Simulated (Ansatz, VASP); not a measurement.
# Two plane-wave programs on Al

Contents of INCAR:

```
  PREC = Accurate
  ENCUT = 520
  EDIFF = 1E-6
  ISMEAR = 0
  SIGMA = 0.15
  LREAL = F
  LASPH = T
  NELM = 80
  ALGO = Fast
  ISIF = 2
  LWAVE = F
  LCHARG = F
  GGA = PE
  IVDW = 12
  NBANDS = 14
```

The input KPOINTS:

```
regular mesh
0
Gamma
  18 18 4
```

POSCAR

```
Al
1.0
    2.9269991555      0.0000000000      0.0000000000
   -1.4634995778      2.5348556255      0.0000000000
    0.0000000000      0.0000000000      9.2410470711
Al
4
Direct
   -0.0862699258      0.0000000000      0.0000000000
    0.3333333333      0.6666666667      0.2500000000
    0.0862699258      0.0000000000      0.5000000000
    0.6666666667      0.3333333333      0.7500000000
```

Input for Ansatz:

```yaml
crystal:
  lattice:
    - [2.9269991555, 0.0, 0.0]
    - [-1.4634995778, 2.5348556255, 0.0]
    - [0.0, 0.0, 9.2410470711]
  atoms:
    - { symbol: Al, position: [-0.0862699258, 0.0, 0.0] }
    - { symbol: Al, position: [0.3333333333, 0.6666666667, 0.25] }
    - { symbol: Al, position: [0.0862699258, 0.0, 0.5] }
    - { symbol: Al, position: [0.6666666667, 0.3333333333, 0.75] }
basis:
  ecutwfc: 420
kpoints:
  mp_grid: { grid: [18, 18, 4] }
hamiltonian:
  xc: pbe
  pseudopotentials: { kind: paw, azcp: { folder: soft_1 } }
  dispersion: d3bj
scf:
  occupations: { method: gaussian, width: 0.15 }
output:
  forces: true
  stress: true
  eigenvalues: true
```

Change from the starting cell: mode 4 frozen in at -0.243 Å, equal normal strain along x and y +0.0400.

Alike in both runs: task single point; functional PBE; dispersion D3(BJ); k mesh 18 × 18 × 4; occupations gaussian, width 0.15 eV; no spin polarisation.

|  | VASP | Ansatz |
| --- | --- | --- |
| version | VASP 6.6.1 | Ansatz 0.2.0 |
| potentials or method | VASP PAW PBE potentials, release 64 (Al), cutoff 520 eV | scalar-relativistic, plane waves, PAW |
| valence electrons in the cell | 12 | 12 |

|  | VASP | Ansatz | Ansatz less VASP |
| --- | --- | --- | --- |
| gap on the k mesh at the Fermi level (eV) | none | none | - |
| pressure (GPa) | -5.1 | -5.0 | +0.01 |
| traceless stress, the component that is largest in VASP (GPa) | 2.05 | 2.05 | -0.001 |
| rms of the force components (eV/Å) | 0.078 | 0.079 | +0.0003 |

Atom by atom the forces differ by 0.000 eV/Å (rms over components). A gap of «none» marks a metal or a gap that the smearing closes.
